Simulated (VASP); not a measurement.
Wanted: the native input for a VASP 6.6.1 run.

```
Task                   : relaxation of cell and atoms
Functional             : PBEsol
Potentials or basis    : VASP PAW PBE potentials, release 64 (Ir)
Cutoff                 : 600 eV
k mesh                 : 12 × 12 × 16
Occupations            : gaussian, width 0.1 eV
Spin                   : no spin polarisation
Dipole correction      : no
Further INCAR settings : ALGO = Fast; EDIFF = 1e-06; IBRION = 2; EDIFFG = -0.01; NSW = 80; ISIF = 3
```

The structure of Ir lies in POSCAR:

```
Ir
1.0
    4.3344554766      0.0000000000      0.0000000000
   -2.1672277383      3.7537485543      0.0000000000
    0.0000000000      0.0000000000      2.6708390405
Ir
3
Direct
    0.6666666667      0.3333333333      0.5000000000
    0.3333333333      0.6666666667      0.5000000000
    0.0000000000      0.0000000000      0.0000000000
```

This isn't the form of Ir at room conditions, which is fcc.

These files were run (other wordings do the same):

INCAR

```
SYSTEM = Ir
PREC = Accurate
ENCUT = 600
EDIFF = 1E-6
ISMEAR = 0
SIGMA = 0.1
LREAL = .FALSE.
LASPH = .TRUE.
NELM = 100
ALGO = Fast
ISIF = 3
LWAVE = .FALSE.
LCHARG = .FALSE.
GGA = PS
IBRION = 2
NSW = 80
EDIFFG = -0.01
```

KPOINTS

```
regular mesh
0
G
  12 12 16
  0 0 0
```

Potentials or basis: VASP PAW PBE potentials, release 64 (Ir).

Launch:

```bash
$ cat potpaw_PBE.64/Ir/POTCAR > POTCAR
$ mpirun -np 1 vasp_std > vasp.out
```

It gave:

```json
{
  "Relaxed volume": "14.51 Å³/atom",
  "Relaxed cell": "a = 4.340 Å, b = 4.340 Å, c = 2.669 Å, α = 90.00°, β = 90.00°, γ = 120.00°",
  "Space group after relaxing (to 0.1 Å)": "P6/mmm (No. 191)",
  "Energy gained by relaxing": "0.1 meV/atom",
  "Ionic steps": "5",
  "Pressure after relaxing": "0.0 GPa",
  "Band gap on the k mesh": "zero (an odd number of electrons rules out a gap without spin polarisation)"
}
```

Caveat: the PAW data sets were made with another functional, which shifts forces and pressure a little; spin-orbit coupling is left out, which moves the levels of the heavy elements.

Wall time 4.4 min on 1 thread of Intel(R) Xeon(R) Platinum 8559C (Emerald Rapids) (shared host), peak memory 0.28 GiB.
